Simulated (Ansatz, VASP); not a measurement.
**Si3Ge in VASP and in Ansatz**

```
Si Ge
1.0
     3.57972    0.00000    0.00000
     0.00000    3.57972    0.00000
     0.00000    0.00000    5.06248
Si Ge
3 1
Direct
  0.50000 0.50000 0.00000
  0.00000 0.50000 0.75000
  0.50000 0.00000 0.25000
  0.00000 0.00000 0.50000
```

Alike in both runs: task relaxation of cell and atoms; functional PBE; k mesh 6 × 6 × 4; occupations gaussian, width 0.1 eV; no spin polarisation.

|  | VASP | Ansatz |
| --- | --- | --- |
| version | VASP 6.6.1 | Ansatz 0.2.0 |
| potentials or method | VASP PAW PBE potentials, release 64 (Si, Ge_d), cutoff 600 eV | scalar-relativistic, plane waves, PAW |
| valence electrons in the cell | 26 | 26 |

VASP gave:

* gap on the k mesh at the Fermi level, each at its own relaxed structure (eV): 0.40
* relaxed volume (Å³/atom): 21.21
* relaxed length of the cell vector where the two differ most in proportion (Å): 3.919

Which values does Ansatz return?

gap on the k mesh at the Fermi level, each at its own relaxed structure (eV): 0.39; relaxed volume (Å³/atom): 21.17; relaxed length of the cell vector where the two differ most in proportion (Å): 3.916.

Noted on VASP's run: the volume moved by over 15 % at a fixed basis, so the end points are rough.
